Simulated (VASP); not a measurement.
# Mg3Se4 (P6/mmm) in VASP: further runs

Mg3Se4 is run at these levels: PBE; tasks: single point, relaxation of cell and atoms.

Everything below comes from runs of VASP 6.6.1. Logs are shortened: lines on timing, memory, paths and dates and some standing lists are left out, and cuts for length are marked.

### 1 The cell of the first run

It takes space group P6/mmm (No. 191, hexagonal). The conventional cell has a = 8.969 Å, b = 8.969 Å, c = 5.204 Å, α = 90.00°, β = 90.00°, γ = 120.00°. Within 3.4 Å of Mg (site symmetry mmm) lie 2 Se at 2.59 Å. Within 3.4 Å of Se (site symmetry -6m2) lie 3 Mg at 2.59 Å and 2 Se at 2.60 Å. Se (site symmetry -6m2) has 2 Se at 2.60 Å within 3.4 Å.

The cell was built from a structure type or drawn by symmetry, and may not be a known phase.

### 2 Single point, PBE

INCAR

```
SYSTEM = Mg3Se4
PREC = Accurate
ENCUT = 520
EDIFF = 1E-7
ISMEAR = 0
SIGMA = 0.2
LREAL = .False.
LASPH = .True.
NELM = 80
ALGO = Normal
ISIF = 2
LWAVE = .False.
LCHARG = .True.
GGA = PE
LELF = .True.
LVHAR = .True.
NBANDS = 24
```

KPOINTS

```
Automatic mesh
0
Gamma
  3 3 3
  0 0 0
```

POSCAR

```
Mg3Se4
1.0
    8.9690795459      0.0000000000      0.0000000000
   -4.4845397730      7.7674507353      0.0000000000
    0.0000000000      0.0000000000      5.2035571364
Mg Se
3 4
Direct
    0.5000000000      0.0000000000      0.5000000000
    0.0000000000      0.5000000000      0.5000000000
    0.5000000000      0.5000000000      0.5000000000
    0.3333333333      0.6666666667      0.5000000000
    0.6666666667      0.3333333333      0.5000000000
    0.3333333333      0.6666666667      0.0000000000
    0.6666666667      0.3333333333      0.0000000000
```

Potentials or basis: VASP PAW PBE potentials, release 64 (Mg, Se).

Launch:

```bash
$ cat potpaw_PBE.64/Mg/POTCAR potpaw_PBE.64/Se/POTCAR > POTCAR
$ mpirun -np 1 vasp_std > vasp.out
```

OUTCAR:

```text
SYSTEM = Mg3Se4
   PREC = Accurate
   ENCUT = 520
   EDIFF = 1E-7
   ISMEAR = 0
   LREAL = .False.
   LASPH = .True.
   NELM = 80
   ISIF = 2
   GGA = PE

 ion  position               nearest neighbor table
   1  0.500  0.000  0.500-   4 2.59   5 2.59
   2  0.000  0.500  0.500-   4 2.59   5 2.59
   3  0.500  0.500  0.500-   4 2.59   5 2.59
   4  0.333  0.667  0.500-   2 2.59   1 2.59   3 2.59   6 2.60   6 2.60
   5  0.667  0.333  0.500-   2 2.59   1 2.59   3 2.59   7 2.60   7 2.60
   6  0.333  0.667  0.000-   4 2.60   4 2.60
   7  0.667  0.333  0.000-   5 2.60   5 2.60

  LATTYP: Found a hexagonal cell.
 ALAT       =     8.9690795459
 C/A-ratio  =     0.5801662378

  Lattice vectors:

 A1 = (   8.9690795459,   0.0000000000,   0.0000000000)
 A2 = (  -4.4845397730,   7.7674507353,   0.0000000000)
 A3 = (   0.0000000000,   0.0000000000,   5.2035571364)

Analysis of symmetry for initial positions (statically):
=====================================================================
 Subroutine PRICEL returns:
 Original cell was already a primitive cell.

 Routine SETGRP: Setting up the symmetry group for a
 hexagonal supercell.

 Subroutine GETGRP returns: Found 24 space group operations
 (whereof 24 operations were pure point group operations)
 out of a pool of 24 trial point group operations.

The static configuration has the point symmetry D_6h.

Analysis of symmetry for dynamics (positions and initial velocities):
=====================================================================
 Subroutine PRICEL returns:
 Original cell was already a primitive cell.

 Routine SETGRP: Setting up the symmetry group for a
 hexagonal supercell.

 Subroutine GETGRP returns: Found 24 space group operations
 (whereof 24 operations were pure point group operations)
 out of a pool of 24 trial point group operations.

The dynamic configuration has the point symmetry D_6h.

 Subroutine INISYM returns: Found 24 space group operations
 (whereof 24 operations are pure point group operations),
 and found     1 'primitive' translations

----------------------------------------------------------------------------------------

                                     Primitive cell

[... 81 lines left out ...]
   EDIFF  = 0.1E-06   stopping-criterion for ELM
   LREAL  =      F    real-space projection
   EDIFFG = 0.1E-05   stopping-criterion for IOM
   NSW    =      0    number of steps for IOM
   IBRION =     -1    ionic relax: 0-MD 1-quasi-New 2-CG
   NFREE  =      0    steps in history (QN), initial steepest desc. (CG)
   ISIF   =      2    stress and relaxation
   ISYM   =      2    0-nonsym 1-usesym 2-fastsym
   POTIM  = 0.5000    time-step for ionic-motion
   TEBEG  =    0.0;   TEEND  =   0.0 temperature during run
   PSTRESS=    0.0 pullay stress
   NELECT =      30.0000    total number of electrons
   NUPDOWN=      -1.0000    fix difference up-down
   EMIN   =  10.00;   EMAX   =-10.00  energy-range for DOS
   EFERMI =   0.00;   METHOD = LEGACY
   ISMEAR =     0;   SIGMA  =   0.20  broadening in eV -4-tet -1-fermi 0-gaus
   EFERMI_NEDOS =   21; number of points for ismear=-14 and -15
   IALGO  =     38    algorithm
   IMIX   =      4    mixing-type and parameters
     AMIX     =   0.40;   BMIX     =  1.00
     AMIX_MAG =   1.60;   BMIX_MAG =  1.00
  volume/ion in A,a.u.               =      51.79       349.48
  Fermi-wavevector in a.u.,A,eV,Ry     =   0.713411  1.348151  6.924753  0.508955
  Thomas-Fermi vector in A             =   1.801042
   LORBIT       =      0    0 simple, 1 ext, 2 COOP (PROOUT), +10 PAW based schemes
   GGA     = PE    functional components
   LHFCALC =     F    Hartree Fock is set to
   AEXX    =    0.0000 exact exchange contribution
   IVDW    =     0    specifies the selected vdW correction
   LEPSILON=     F    determine dielectric tensor
   LRPA    =     F    only Hartree local field effects (RPA)
 non-spin polarized calculation
 Gauss-broadening in eV      SIGMA  =   0.20
  energy-cutoff  :      520.00
  volume of cell :      362.52
 maximum number of plane-waves:      9799
 NGX is ok and might be reduce to    70
   NGX = 33   NGY = 33   NGZ = 19

 number of electron      30.0000002 magnetization

 Free energy of the ion-electron system (eV)
  ---------------------------------------------------
  ext. energy  EPLUGINS =         0.00000000
  ---------------------------------------------------
  free energy    TOTEN  =       -18.01897286 eV

  energy without entropy =      -17.98672828  energy(sigma->0) =      -18.00285057

 E-fermi :   0.0903     XC(G=0):  -5.5268

 val. band max:       -0.1459425962   @ k =   0.3333   0.3333   0.0000
 cond. band min:       0.1757033567   @ k =   0.3333   0.3333   0.3333
 fundamental gap:      0.3216459529
 Fermi energy:         0.0903432756

 k-point     1 :       0.0000    0.0000    0.0000
  band No.  band energies     occupation
      1     -15.1780      2.00000
      2     -15.1121      2.00000
      3     -11.3069      2.00000
      4     -11.2698      2.00000
      5      -6.6527      2.00000
      6      -6.5948      2.00000
[... 151 lines left out ...]
     23       2.8660      0.00000
     24       2.8660      0.00000

------------------------ aborting loop because EDIFF is reached ----------------------------------------

  FORCE on cell =-STRESS in cart. coord.  units (eV):
  Direction    XX          YY          ZZ          XY          YZ          ZX
  --------------------------------------------------------------------------------------
  -------------------------------------------------------------------------------------
  Total        0.0392778      0.0392778     -0.4680679     -0.0000000     -0.0000000      0.0000000
  in kB        0.1735926      0.1735926     -2.0686774     -0.0000000     -0.0000000      0.0000000
  external PRESSURE =      -0.5738307 kB  Pullay stress =       0.0000000 kB

 VOLUME and BASIS-vectors are now :
 -----------------------------------------------------------------------------
  energy-cutoff  :      520.00
  volume of cell :      362.52
      direct lattice vectors                 reciprocal lattice vectors
     8.969079546  0.000000000  0.000000000     0.111494161  0.064371184  0.000000000
    -4.484539773  7.767450735  0.000000000     0.000000000  0.128742368  0.000000000
     0.000000000  0.000000000  5.203557136     0.000000000  0.000000000  0.192176231

 POSITION                                       TOTAL-FORCE (eV/Angst)
 -----------------------------------------------------------------------------------
      4.48454      0.00000      2.60178        -0.000000     -0.000000     -0.000000
     -2.24227      3.88373      2.60178        -0.000000     -0.000000     -0.000000
      2.24227      3.88373      2.60178        -0.000000     -0.000000     -0.000000
     -0.00000      5.17830      2.60178        -0.000000     -0.000000      0.000000
      4.48454      2.58915      2.60178        -0.000000     -0.000000     -0.000000
     -0.00000      5.17830      0.00000         0.000000     -0.000000      0.000000
      4.48454      2.58915      0.00000         0.000000      0.000000     -0.000000
 -----------------------------------------------------------------------------------
    total drift:                                0.000000     -0.000000     -0.000000

  FREE ENERGIE OF THE ION-ELECTRON SYSTEM (eV)
  ---------------------------------------------------
  free  energy   TOTEN  =       -18.0189728625 eV

  energy  without entropy=      -17.9867282830  energy(sigma->0) =      -18.00285057
```

It took 2.5 min on 1 thread of AMD EPYC 7R43 (Zen 3), shared host; peak memory 0.4 GiB.

What came out:

```
Free energy            : -18.0190 eV
Pressure               : -0.1 GPa
Band gap on the k mesh : zero (bands 15 and 16 overlap by 0.32 eV)
```

Caveat: the k points lie up to 0.40 Å⁻¹ apart; semilocal functionals underestimate gaps, so a narrow gap can read as zero.

### 3 Relaxation of cell and atoms, PBE

This run uses another cell than the first one, of 26.67 Å³/atom.

INCAR

```
SYSTEM = Mg3Se4
PREC = Accurate
ENCUT = 600
EDIFF = 1E-6
ISMEAR = 0
SIGMA = 0.2
LREAL = .FALSE.
LASPH = .TRUE.
NELM = 100
ALGO = Normal
ISIF = 3
LWAVE = .FALSE.
LCHARG = .FALSE.
GGA = PE
IBRION = 2
NSW = 36
EDIFFG = -0.08
```

KPOINTS

```
Automatic mesh
0
G
  3 3 3
  0 0 0
```

POSCAR

```
Mg3Se4
1.0
    6.5882000200      0.0000000000      0.0000000000
   -3.2941000100      5.7055485800      0.0000000000
    0.0000000000      0.0000000000      4.9667981700
Mg Se
3 4
Direct
    0.5000000000      0.0000000000      0.5000000000
    0.0000000000      0.5000000000      0.5000000000
    0.5000000000      0.5000000000      0.5000000000
    0.3333333300      0.6666666700      0.5000000000
    0.6666666700      0.3333333300      0.5000000000
    0.3333333300      0.6666666700      0.0000000000
    0.6666666700      0.3333333300      0.0000000000
```

Potentials or basis: VASP PAW PBE potentials, release 64 (Mg, Se).

Launch:

```bash
$ cat potpaw_PBE.64/Mg/POTCAR potpaw_PBE.64/Se/POTCAR > POTCAR
$ mpirun -np 1 vasp_std > vasp.out
```

Run time: 12 min. Hardware: 1 thread of AMD EPYC 7R43 (Zen 3), shared host; peak memory 0.32 GiB.

The run converged. Its results:

```yaml
Free_energy: -18.0107 eV
Relaxed_volume: 51.65 Å³/atom
Relaxed_cell: a = 8.968 Å, b = 8.968 Å, c = 5.191 Å, α = 90.00°, β = 90.00°, γ = 120.00°
Space_group_after_relaxing_to_0.1_Å: P6/mmm (No. 191)
Energy_gained_by_relaxing: 2445.3 meV/atom
Ionic_steps: 16
Pressure_after_relaxing: 0.0 GPa
Band_gap_on_the_k_mesh: zero (bands 15 and 16 overlap by 0.33 eV)
```

The path:
```csv
step,energy change (eV),largest force (eV/Å),pressure (GPa),volume (Å³)
1,0.0000,0.0000,48.44,186.70
2,-15.4921,0.0000,-2.85,492.35
3,-16.7770,0.0000,0.94,346.00
4,-16.8394,0.0000,-0.82,381.31
5,-16.8626,0.0000,-0.37,370.41
6,-16.8622,0.0000,-0.16,365.95
7,-16.9419,0.0000,0.00,361.32
8,-17.0651,0.0000,0.95,346.54
9,-17.0488,0.0000,0.25,354.52
10,-17.0918,0.0000,0.51,350.58
11,-17.0930,0.0000,0.62,349.41
12,-17.0933,0.0000,0.58,349.76
13,-17.1081,0.0000,0.14,360.54
14,-17.1111,0.0000,0.26,357.34
15,-17.1145,0.0000,-0.16,364.33
16,-17.1169,0.0000,-0.01,361.55
```

Final structure:
```cif
data_structure
_symmetry_space_group_name_H-M 'P 1'
_symmetry_Int_Tables_number 1
_cell_length_a 8.9683
_cell_length_b 8.9683
_cell_length_c 5.1905
_cell_angle_alpha 90.000
_cell_angle_beta 90.000
_cell_angle_gamma 120.000
_cell_volume 361.55
loop_
_atom_site_label
_atom_site_type_symbol
_atom_site_fract_x
_atom_site_fract_y
_atom_site_fract_z
_atom_site_occupancy
Mg1 Mg 0.50000 0.00000 0.50000 1
Mg2 Mg 0.00000 0.50000 0.50000 1
Mg3 Mg 0.50000 0.50000 0.50000 1
Se1 Se 0.33333 0.66667 0.50000 1
Se2 Se 0.66667 0.33333 0.50000 1
Se3 Se 0.33333 0.66667 0.00000 1
Se4 Se 0.66667 0.33333 0.00000 1
```

Levels at points of the mesh, in eV from the Fermi level:
```tsv
k point	band 13	band 14	band 15	band 16	band 17	band 18
(0.00, 0.00, 0.00)	-1.18	-0.90	-0.90	1.29	1.29	1.32
```

Caveat: the k points lie up to 0.40 Å⁻¹ apart in the final cell; the volume moved by over 15 % at a fixed basis, so the end points are rough; semilocal functionals underestimate gaps, so a narrow gap can read as zero.
